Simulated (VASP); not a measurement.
Write the native input for VASP 6.6.1 that does the following.

| Property | Result |
| --- | --- |
| Task | relaxation of shape and atoms at fixed volume |
| Functional | r2SCAN |
| Dispersion | D3(BJ) |
| Potentials or basis | VASP PAW PBE potentials, release 64 (Pt, Se) |
| Cutoff | 600 eV |
| k mesh | 10 × 10 × 8 |
| Occupations | gaussian, width 0.05 eV |
| Spin | no spin polarisation |
| Dipole correction | no |
| Further INCAR settings | ALGO = Normal; EDIFF = 1e-07; IBRION = 2; EDIFFG = -0.01; NSW = 60; ISIF = 4 |

Crystal: PtSe2.

```xyz
3
Lattice="3.7065 0.0000 0.0000 -1.8533 3.2099 0.0000 0.0000 0.0000 5.0909" Properties=species:S:1:pos:R:3 pbc="T T T"
Pt    0.0000    0.0000    0.0000
Se    0.0000    2.1400    1.2827
Se    1.8533    1.0700    3.8082
```

These files were run (other wordings do the same):

POSCAR

```
PtSe2
1.0
    3.7065252928      0.0000000000      0.0000000000
   -1.8532626464      3.2099450633      0.0000000000
    0.0000000000      0.0000000000      5.0908948385
Pt Se
1 2
Direct
    0.0000000000      0.0000000000      0.0000000000
    0.3333333333      0.6666666667      0.2519542746
    0.6666666667      0.3333333333      0.7480457254
```

INCAR.step1

```
SYSTEM = PtSe2
  ALGO = Normal
  EDIFF = 1E-4
  ENCUT = 600
  GGA = PE
  ISMEAR = 0
  LASPH = .TRUE.
  LCHARG = .FALSE.
  LREAL = .FALSE.
  LWAVE = .TRUE.
  NELM = 80
  PREC = Accurate
  SIGMA = 0.05
```

INCAR.step2

```
SYSTEM = PtSe2
  ALGO = Normal
  EDIFF = 1E-7
  EDIFFG = -0.01
  ENCUT = 600
  IBRION = 2
  ISIF = 4
  ISMEAR = 0
  ISTART = 1
  IVDW = 12
  LASPH = .TRUE.
  LCHARG = .FALSE.
  LMIXTAU = .TRUE.
  LREAL = .FALSE.
  LWAVE = .FALSE.
  METAGGA = R2SCAN
  NELM = 80
  NSW = 60
  PREC = Accurate
  SIGMA = 0.05
  VDW_A1 = 0.49484001
  VDW_A2 = 5.73083694
  VDW_S6 = 1.0
  VDW_S8 = 0.78981345
```

KPOINTS

```
k-points
0
G
  10 10 8
  0 0 0
```

Potentials or basis: VASP PAW PBE potentials, release 64 (Pt, Se).

Command:

```bash
$ cat potpaw_PBE.64/Pt/POTCAR potpaw_PBE.64/Se/POTCAR > POTCAR
$ cp INCAR.step1 INCAR
$ mpirun -np 1 vasp_std > vasp.out
$ cp INCAR.step2 INCAR
$ mpirun -np 1 vasp_std > vasp.out
```

It gave:

The energy gained by relaxing is 3.2 meV/atom and the ionic steps are 6. The pressure after relaxing is 1.1 GPa and the band gap on the k mesh is zero (bands 11 and 12 overlap by 0.53 eV). The dispersion energy per atom is -0.225 eV.

Caveat: the PAW data sets were made with another functional, which shifts forces and pressure a little; spin-orbit coupling is left out, which moves the levels of the heavy elements.

Wall time 13 min on 1 thread of Intel(R) Xeon(R) 6975P-C (Granite Rapids) (shared host), peak memory 0.3 GiB.
